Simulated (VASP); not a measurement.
Wanted: the native input for a VASP 6.6.1 run.

- Task: single point
- Functional: r2SCAN
- Potentials or basis: VASP PAW PBE potentials, release 64 (W_sv, C)
- Cutoff: 520 eV
- k mesh: 13 × 13 × 12
- Occupations: fermi-dirac, width 0.1 eV
- Spin: no spin polarisation
- Dipole correction: no
- Further INCAR settings: ALGO = Normal; EDIFF = 1e-06; NBANDS = 16

Crystal: WC.

```xyz
2
Lattice="2.8534 0.0000 0.0000 -1.4267 2.4711 0.0000 0.0000 0.0000 2.7783" Properties=species:S:1:pos:R:3 pbc="T T T"
W     0.0000    0.0000    0.0000
C     1.4267    0.8237    1.3891
```

One way to write it, as run:

POSCAR

```
WC
1.0
    2.8533782386      0.0000000000      0.0000000000
   -1.4266891193      2.4710980412      0.0000000000
    0.0000000000      0.0000000000      2.7782795400
W C
1 1
Direct
    0.0000000000      0.0000000000      0.0000000000
    0.6666666667      0.3333333333      0.5000000000
```

INCAR.step1

```
SYSTEM = WC
PREC = Accurate ; ENCUT = 520
ISMEAR = -1 ; SIGMA = 0.1
LREAL = .FALSE. ; LASPH = .TRUE.
NELM = 60 ; NBANDS = 16
GGA = PE ; ALGO = Normal
EDIFF = 1E-4 ; LWAVE = .TRUE.
LCHARG = .FALSE.
```

INCAR.step2

```
SYSTEM = WC
PREC = Accurate ; ENCUT = 520
EDIFF = 1E-6 ; ISMEAR = -1
SIGMA = 0.1 ; LREAL = .FALSE.
LASPH = .TRUE. ; NELM = 60
ALGO = Normal ; ISIF = 2
LWAVE = .FALSE. ; LCHARG = .FALSE.
METAGGA = R2SCAN ; LMIXTAU = .TRUE.
NBANDS = 16 ; ISTART = 1
```

KPOINTS

```
Automatic mesh
0
G
  13 13 12
  0 0 0
```

Potentials or basis: VASP PAW PBE potentials, release 64 (W_sv, C).

The run is started by

```bash
$ cat potpaw_PBE.64/W_sv/POTCAR potpaw_PBE.64/C/POTCAR > POTCAR
$ cp INCAR.step1 INCAR
$ mpirun -np 1 vasp_std > vasp.out
$ cp INCAR.step2 INCAR
$ mpirun -np 1 vasp_std > vasp.out
```

It gave:

* Pressure: 30.8 GPa
* Band gap on the k mesh: zero (bands 9 and 10 overlap by 1.40 eV)

Caveat: the cell stands under pressure; the PAW data sets were made with another functional, which shifts forces and pressure a little; spin-orbit coupling is left out, which moves the levels of the heavy elements.

Wall time 2.5 min on 1 thread of Intel Xeon 8259CL (shared host), peak memory 0.18 GiB.
